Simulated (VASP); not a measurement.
# AlN (P6_3mc) in VASP: notebook, part 2 of 2

VASP 6.6.1. Earlier steps stand in the parts before.

## 5. Single point, PBE (volume scaled by 0.88, then relaxed in part)

Input file INCAR:

```
  ALGO = Normal
  EDIFF = 1E-6
  ENCUT = 520
  GGA = PE
  ISIF = 2
  ISMEAR = 0
  LASPH = True
  LCHARG = False
  LREAL = False
  LWAVE = False
  NBANDS = 16
  NELM = 80
  PREC = Accurate
  SIGMA = 0.02
```

Input file KPOINTS:

```
k-points
0
Gamma
  9 9 6
```

Input file POSCAR:

```
AlN
1.0
    3.0114174662      0.0000000000      0.0000000000
   -1.5057087331      2.6079640271      0.0000000000
    0.0000000000      0.0000000000      4.7711689171
Al N
2 2
Direct
    0.3333333333      0.6666666667     -0.0025619475
    0.6666666667      0.3333333333      0.4974380525
    0.3333333333      0.6666666667      0.3825619475
    0.6666666667      0.3333333333      0.8825619475
```

Potentials or basis: VASP PAW PBE potentials, release 64 (Al, N).

Launch:

```
> cat potpaw_PBE.64/Al/POTCAR potpaw_PBE.64/N/POTCAR > POTCAR
> mpirun -np 1 vasp_std > vasp.out
```

OUTCAR:

```text
EDIFF = 1E-6
   ENCUT = 520
   GGA = PE
   ISIF = 2
   ISMEAR = 0
   LASPH = True
   LREAL = False
   NELM = 80
   PREC = Accurate

 ion  position               nearest neighbor table
   1  0.333  0.667  0.997-   4 1.82   4 1.82   4 1.82   3 1.84   2 2.95   2 2.95   2 2.95   2 2.95
                             2 2.95   2 2.95
   2  0.667  0.333  0.497-   3 1.82   3 1.82   3 1.82   4 1.84   1 2.95   1 2.95   1 2.95   1 2.95
                             1 2.95   1 2.95
   3  0.333  0.667  0.383-   2 1.82   2 1.82   2 1.82   1 1.84
   4  0.667  0.333  0.883-   1 1.82   1 1.82   1 1.82   2 1.84

  LATTYP: Found a hexagonal cell.
 ALAT       =     3.0114174662
 C/A-ratio  =     1.5843598474

  Lattice vectors:

 A1 = (   3.0114174662,   0.0000000000,   0.0000000000)
 A2 = (  -1.5057087331,   2.6079640271,   0.0000000000)
 A3 = (   0.0000000000,   0.0000000000,   4.7711689171)

Analysis of symmetry for initial positions (statically):
=====================================================================
 Subroutine PRICEL returns:
 Original cell was already a primitive cell.

 Routine SETGRP: Setting up the symmetry group for a
 hexagonal supercell.

 Subroutine GETGRP returns: Found 12 space group operations
 (whereof  6 operations were pure point group operations)
 out of a pool of 24 trial point group operations.

The static configuration has the point symmetry C_3v.
 The point group associated with its full space group is C_6v.

Analysis of symmetry for dynamics (positions and initial velocities):
=====================================================================
 Subroutine PRICEL returns:
 Original cell was already a primitive cell.

 Routine SETGRP: Setting up the symmetry group for a
 hexagonal supercell.

 Subroutine GETGRP returns: Found 12 space group operations
 (whereof  6 operations were pure point group operations)
 out of a pool of 24 trial point group operations.

The dynamic configuration has the point symmetry C_3v.
 The point group associated with its full space group is C_6v.

 Subroutine INISYM returns: Found 12 space group operations
 (whereof  6 operations are pure point group operations),
 and found     1 'primitive' translations

----------------------------------------------------------------------------------------

                                     Primitive cell

  volume of cell :      37.4712

  direct lattice vectors                    reciprocal lattice vectors
     3.011417466  0.000000000  0.000000000     0.332069536  0.191720436  0.000000000
    -1.505708733  2.607964027  0.000000000     0.000000000  0.383440872  0.000000000
     0.000000000  0.000000000  4.771168917     0.000000000  0.000000000  0.209592244

  length of vectors
     3.011417466  3.011417466  4.771168917     0.383440872  0.383440872  0.209592244

  position of ions in fractional coordinates (direct lattice)
     0.333333333  0.666666667  0.997438053
     0.666666667  0.333333333  0.497438053
     0.333333333  0.666666667  0.382561948
     0.666666667  0.333333333  0.882561948

  ion indices of the primitive-cell ions
   primitive index   ion index
                 1           1
                 2           2
[... 30 lines left out ...]
            Coordinates               Weight
  0.000000  0.000000  0.000000      1.000000
  0.111111  0.000000  0.000000      6.000000
  0.222222  0.000000  0.000000      6.000000
  0.333333  0.000000  0.000000      6.000000
  0.444444  0.000000  0.000000      6.000000
  0.111111  0.111111  0.000000      6.000000
[... 16 lines left out ...]
  0.333333  0.222222  0.166667     24.000000
  0.333333  0.333333  0.166667      4.000000
 [... further k-points ...]
   k-points           NKPTS =     48   k-points in BZ     NKDIM =     48   number of bands    NBANDS=     16
   number of dos      NEDOS =    301   number of ions     NIONS =      4
   total plane-waves  NPLWV =  20736
   dimension x,y,z NGX =    24 NGY =   24 NGZ =   36
   dimension x,y,z NGXF=    48 NGYF=   48 NGZF=   72
   ions per type =               2   2
   NGX,Y,Z   is equivalent  to a cutoff of  13.25, 13.25, 12.54 a.u.
   NGXF,Y,Z  is equivalent  to a cutoff of  26.50, 26.50, 25.09 a.u.
 SYSTEM =  unknown system
   PREC   = accura    normal or accurate (medium, high low for compatibility)
   ISTART =      0    job   : 0-new  1-cont  2-samecut
   ICHARG =      2    charge: 1-file 2-atom 10-const
   ISPIN  =      1    spin polarized calculation?
   LNONCOLLINEAR =      F non collinear calculations
   LSORBIT =      F    spin-orbit coupling
   LASPH  =      T    aspherical Exc in radial PAW
   ENCUT  =  520.0 eV  38.22 Ry    6.18 a.u.   5.60  5.60  8.87*2*pi/ulx,y,z
   NELM   =     80;   NELMIN=  2; NELMDL= -5     # of ELM steps
   EDIFF  = 0.1E-05   stopping-criterion for ELM
   LREAL  =      F    real-space projection
   EDIFFG = 0.1E-04   stopping-criterion for IOM
   NSW    =      0    number of steps for IOM
   IBRION =     -1    ionic relax: 0-MD 1-quasi-New 2-CG
   NFREE  =      0    steps in history (QN), initial steepest desc. (CG)
   ISIF   =      2    stress and relaxation
   ISYM   =      2    0-nonsym 1-usesym 2-fastsym
   POTIM  = 0.5000    time-step for ionic-motion
   TEBEG  =    0.0;   TEEND  =   0.0 temperature during run
   PSTRESS=    0.0 pullay stress
   NELECT =      16.0000    total number of electrons
   NUPDOWN=      -1.0000    fix difference up-down
   EMIN   =  10.00;   EMAX   =-10.00  energy-range for DOS
   EFERMI =   0.00;   METHOD = LEGACY
   ISMEAR =     0;   SIGMA  =   0.02  broadening in eV -4-tet -1-fermi 0-gaus
   EFERMI_NEDOS =   21; number of points for ismear=-14 and -15
   IALGO  =     38    algorithm
   IMIX   =      4    mixing-type and parameters
     AMIX     =   0.40;   BMIX     =  1.00
     AMIX_MAG =   1.60;   BMIX_MAG =  1.00
  volume/ion in A,a.u.               =       9.37        63.22
  Fermi-wavevector in a.u.,A,eV,Ry     =   1.232771  2.329599 20.677102  1.519724
  Thomas-Fermi vector in A             =   2.367528
   LORBIT       =      0    0 simple, 1 ext, 2 COOP (PROOUT), +10 PAW based schemes
   GGA     = PE    functional components
   LHFCALC =     F    Hartree Fock is set to
   AEXX    =    0.0000 exact exchange contribution
   IVDW    =     0    specifies the selected vdW correction
   LEPSILON=     F    determine dielectric tensor
   LRPA    =     F    only Hartree local field effects (RPA)
 non-spin polarized calculation
 Gauss-broadening in eV      SIGMA  =   0.02
  energy-cutoff  :      520.00
  volume of cell :       37.47
 maximum number of plane-waves:      1032
 NGX is ok and might be reduce to    24
   NGX = 11   NGY = 11   NGZ = 17

 number of electron      16.0000004 magnetization

 Free energy of the ion-electron system (eV)
  ---------------------------------------------------
  ext. energy  EPLUGINS =         0.00000000
  ---------------------------------------------------
  free energy    TOTEN  =       -29.33236226 eV

  energy without entropy =      -29.33236226  energy(sigma->0) =      -29.33236226

 E-fermi :   7.5165     XC(G=0): -11.3921

 val. band max:        7.3444827001   @ k =   0.0000   0.0000   0.0000
 cond. band min:      12.4185904490   @ k =   0.3333   0.3333   0.0000
 fundamental gap:      5.0741077489
 Fermi energy:         7.5164565497

 k-point     1 :       0.0000    0.0000    0.0000
  band No.  band energies     occupation
      1      -8.6237      2.00000
      2      -6.0715      2.00000
      3       0.7905      2.00000
      4       6.2635      2.00000
      5       6.2635      2.00000
      6       6.9691      2.00000
[... 433 lines left out ...]
      3       2.0360      2.00000
      4       2.8457      2.00000
      5       2.8457      2.00000
      6       4.2955      2.00000
[... 8 lines left out ...]
     15      20.9667      0.00000
     16      23.8143      0.00000

 [... further k-points ...]

------------------------ aborting loop because EDIFF is reached ----------------------------------------

  FORCE on cell =-STRESS in cart. coord.  units (eV):
  Direction    XX          YY          ZZ          XY          YZ          ZX
  --------------------------------------------------------------------------------------
  -------------------------------------------------------------------------------------
  Total        7.3208554      7.3208554      7.3071320      0.0000000     -0.0000000     -0.0000000
  in kB      313.0221407    313.0221407    312.4353622      0.0000000     -0.0000000     -0.0000000
  external PRESSURE =     312.8265479 kB  Pullay stress =       0.0000000 kB

 VOLUME and BASIS-vectors are now :
 -----------------------------------------------------------------------------
  energy-cutoff  :      520.00
  volume of cell :       37.47
      direct lattice vectors                 reciprocal lattice vectors
     3.011417466  0.000000000  0.000000000     0.332069536  0.191720436  0.000000000
    -1.505708733  2.607964027  0.000000000     0.000000000  0.383440872  0.000000000
     0.000000000  0.000000000  4.771168917     0.000000000  0.000000000  0.209592244

 POSITION                                       TOTAL-FORCE (eV/Angst)
 -----------------------------------------------------------------------------------
     -0.00000      1.73864      4.75895         0.000000      0.000000      0.005624
      1.50571      0.86932      2.37336        -0.000000      0.000000      0.005624
     -0.00000      1.73864      1.82527         0.000000      0.000000     -0.005624
      1.50571      0.86932      4.21085         0.000000      0.000000     -0.005624
 -----------------------------------------------------------------------------------
    total drift:                               -0.000000      0.000000      0.000493

  FREE ENERGIE OF THE ION-ELECTRON SYSTEM (eV)
  ---------------------------------------------------
  free  energy   TOTEN  =       -29.3323622634 eV

  energy  without entropy=      -29.3323622634  energy(sigma->0) =      -29.33236226
```

OSZICAR:

```text
N       E                     dE             d eps       ncg     rms          rms(c)
DAV:   1     0.434448773778E+02    0.43445E+02   -0.75138E+03  1536   0.911E+02
DAV:   2    -0.312460410873E+02   -0.74691E+02   -0.68791E+02  2136   0.196E+02
DAV:   3    -0.345268253772E+02   -0.32808E+01   -0.32727E+01  1912   0.425E+01
DAV:   4    -0.345448598622E+02   -0.18034E-01   -0.18033E-01  1904   0.351E+00
DAV:   5    -0.345450797557E+02   -0.21989E-03   -0.21989E-03  1912   0.392E-01    0.130E+01
DAV:   6    -0.293508203813E+02    0.51943E+01   -0.10613E+01  1800   0.244E+01    0.453E+00
DAV:   7    -0.293450628046E+02    0.57576E-02   -0.83181E-01  1688   0.648E+00    0.313E+00
DAV:   8    -0.293359825640E+02    0.90802E-02   -0.53418E-02  1728   0.207E+00    0.457E-01
DAV:   9    -0.293318847755E+02    0.40978E-02   -0.11348E-02  1992   0.798E-01    0.223E-01
DAV:  10    -0.293324294817E+02   -0.54471E-03   -0.18527E-03  1688   0.277E-01    0.119E-01
DAV:  11    -0.293323600444E+02    0.69437E-04   -0.16795E-04  1752   0.101E-01    0.255E-02
DAV:  12    -0.293323624789E+02   -0.24345E-05   -0.96039E-06  1824   0.248E-02    0.693E-03
DAV:  13    -0.293323622634E+02    0.21556E-06   -0.27145E-06  1776   0.132E-02
   1 F= -.29332362E+02 E0= -.29332362E+02  d E =-.179956E-36
```

It took 10 s on 1 thread of Intel Xeon Platinum 8559C (Emerald Rapids), shared host; peak memory 0.16 GiB.

What came out:

* Free energy: -29.3324 eV
* Pressure: 31.3 GPa
* Largest force: 0.006 eV/Å
* Band gap on the k mesh: 5.07 eV, indirect (least direct gap 5.11 eV)

Forces on the atoms (eV/Å):
```
Al   0.000  0.000  0.006
Al   0.000  0.000  0.006
N    0.000  0.000 -0.006
N    0.000  0.000 -0.006
```

## 6. Single point, PBE (volume scaled by 0.91, then relaxed in part)

Input file INCAR:

```
SYSTEM = AlN
ALGO = Normal
EDIFF = 1E-7
ENCUT = 520
GGA = PE
ISIF = 2
ISMEAR = 0
LASPH = .TRUE.
LCHARG = .TRUE.
LELF = .TRUE.
LREAL = .FALSE.
LVHAR = .TRUE.
LWAVE = .FALSE.
NBANDS = 16
NELM = 60
PREC = Accurate
SIGMA = 0.02
```

Input file KPOINTS:

```
k-points
0
G
  9 9 6
  0 0 0
```

Input file POSCAR:

```
AlN
1.0
    3.0410096706      0.0000000000      0.0000000000
   -1.5205048353      2.6335916279      0.0000000000
    0.0000000000      0.0000000000      4.8382670990
Al N
2 2
Direct
    0.3333333333      0.6666666667     -0.0018184296
    0.6666666667      0.3333333333      0.4981815704
    0.3333333333      0.6666666667      0.3818184296
    0.6666666667      0.3333333333      0.8818184296
```

Potentials or basis: VASP PAW PBE potentials, release 64 (Al, N).

Launch:

```
> cat potpaw_PBE.64/Al/POTCAR potpaw_PBE.64/N/POTCAR > POTCAR
> mpirun -np 1 vasp_std > vasp.out
```

OUTCAR:

```text
SYSTEM = AlN
   EDIFF = 1E-7
   ENCUT = 520
   GGA = PE
   ISIF = 2
   ISMEAR = 0
   LASPH = .TRUE.
   LREAL = .FALSE.
   NELM = 60
   PREC = Accurate

 ion  position               nearest neighbor table
   1  0.333  0.667  0.998-   4 1.84   4 1.84   4 1.84   3 1.86   2 2.99   2 2.99   2 2.99   2 2.99
                             2 2.99   2 2.99
   2  0.667  0.333  0.498-   3 1.84   3 1.84   3 1.84   4 1.86   1 2.99   1 2.99   1 2.99   1 2.99
                             1 2.99   1 2.99
[... 663 lines left out ...]
  --------------------------------------------------------------------------------------
  -------------------------------------------------------------------------------------
  Total        5.2039580      5.2039580      5.2454595      0.0000000      0.0000000     -0.0000000
  in kB      215.1732549    215.1732549    216.8892579      0.0000000      0.0000000     -0.0000000
  external PRESSURE =     215.7452559 kB  Pullay stress =       0.0000000 kB

 VOLUME and BASIS-vectors are now :
 -----------------------------------------------------------------------------
  energy-cutoff  :      520.00
  volume of cell :       38.75
      direct lattice vectors                 reciprocal lattice vectors
     3.041009671  0.000000000  0.000000000     0.328838152  0.189854796  0.000000000
    -1.520504835  2.633591628  0.000000000     0.000000000  0.379709591  0.000000000
     0.000000000  0.000000000  4.838267099     0.000000000  0.000000000  0.206685571

 POSITION                                       TOTAL-FORCE (eV/Angst)
 -----------------------------------------------------------------------------------
     -0.00000      1.75573      4.82947        -0.000000      0.000000     -0.009098
      1.52050      0.87786      2.41034         0.000000     -0.000000     -0.009098
     -0.00000      1.75573      1.84734         0.000000     -0.000000      0.009098
      1.52050      0.87786      4.26647        -0.000000      0.000000      0.009098
 -----------------------------------------------------------------------------------
    total drift:                                0.000000      0.000000     -0.000059

  FREE ENERGIE OF THE ION-ELECTRON SYSTEM (eV)
  ---------------------------------------------------
  free  energy   TOTEN  =       -29.5428169955 eV

  energy  without entropy=      -29.5428169955  energy(sigma->0) =      -29.54281700
```

OSZICAR:

```text
N       E                     dE             d eps       ncg     rms          rms(c)
DAV:   1     0.422709685287E+02    0.42271E+02   -0.74336E+03  1536   0.903E+02
DAV:   2    -0.313139063866E+02   -0.73585E+02   -0.67789E+02  2104   0.194E+02
DAV:   3    -0.345824811548E+02   -0.32686E+01   -0.32602E+01  1944   0.421E+01
DAV:   4    -0.346012748943E+02   -0.18794E-01   -0.18793E-01  1904   0.356E+00
DAV:   5    -0.346015160725E+02   -0.24118E-03   -0.24118E-03  1984   0.408E-01    0.127E+01
DAV:   6    -0.295491675767E+02    0.50523E+01   -0.10625E+01  1816   0.242E+01    0.440E+00
DAV:   7    -0.295550457332E+02   -0.58782E-02   -0.77913E-01  1688   0.623E+00    0.308E+00
DAV:   8    -0.295467273861E+02    0.83183E-02   -0.55410E-02  1680   0.213E+00    0.496E-01
DAV:   9    -0.295423169073E+02    0.44105E-02   -0.11709E-02  1984   0.805E-01    0.230E-01
DAV:  10    -0.295428859943E+02   -0.56909E-03   -0.19726E-03  1656   0.284E-01    0.122E-01
DAV:  11    -0.295428145434E+02    0.71451E-04   -0.16707E-04  1784   0.100E-01    0.279E-02
DAV:  12    -0.295428171869E+02   -0.26435E-05   -0.10080E-05  1792   0.254E-02    0.719E-03
DAV:  13    -0.295428169835E+02    0.20335E-06   -0.31901E-06  1768   0.141E-02    0.475E-03
DAV:  14    -0.295428169955E+02   -0.11993E-07   -0.24962E-07  1720   0.429E-03
   1 F= -.29542817E+02 E0= -.29542817E+02  d E =-.829249E-23
```

Run time: 13 s. Hardware: 1 thread of Intel Xeon Platinum 8559C (Emerald Rapids), shared host; peak memory 0.16 GiB.

What came out:

| Item | Value |
| --- | --- |
| Free energy | -29.5428 eV |
| Pressure | 21.6 GPa |
| Largest force | 0.009 eV/Å |
| Band gap on the k mesh | 4.84 eV, direct |

Forces on the atoms (eV/Å):
```
Al   0.000  0.000 -0.009
Al   0.000  0.000 -0.009
N    0.000  0.000  0.009
N    0.000  0.000  0.009
```

 A k mesh can miss the band edges.

## 7. Summary

| task | level | cell | k mesh | cutoff (eV) | gap on the mesh (eV) | pressure (GPa) | largest force (eV/Å) |
| --- | --- | --- | --- | --- | --- | --- | --- |
| relaxation of shape and atoms at fixed volume | PBE | relaxed from a = 3.190, b = 3.190, c = 5.121 Å, angles 90.0, 90.0, 120.0°, 4 atoms | 12 × 12 × 6 | 600 | 3.56 | -10.4 | 0.01 |
| single point | r2SCAN | a = 3.130, b = 3.130, c = 5.018 Å, angles 90.0, 90.0, 120.0°, 4 atoms | 12 × 12 × 6 | 520 | 4.71 | -5.0 | 0.01 |
| single point | PBE | a = 3.011, b = 3.011, c = 4.771 Å, angles 90.0, 90.0, 120.0°, 4 atoms | 9 × 9 × 6 | 520 | 5.07 | 31.3 | 0.01 |
| single point | PBE | a = 3.041, b = 3.041, c = 4.838 Å, angles 90.0, 90.0, 120.0°, 4 atoms | 9 × 9 × 6 | 520 | 4.84 | 21.6 | 0.01 |

Alike in all rows: potentials or basis VASP PAW PBE potentials, release 64 (Al, N); no spin polarisation; smearing gaussian 0.02 eV.

Caveats: the PAW data sets were made with another functional, which shifts forces and pressure a little (some runs).

Absolute energies hang on the potentials; compare differences alone.
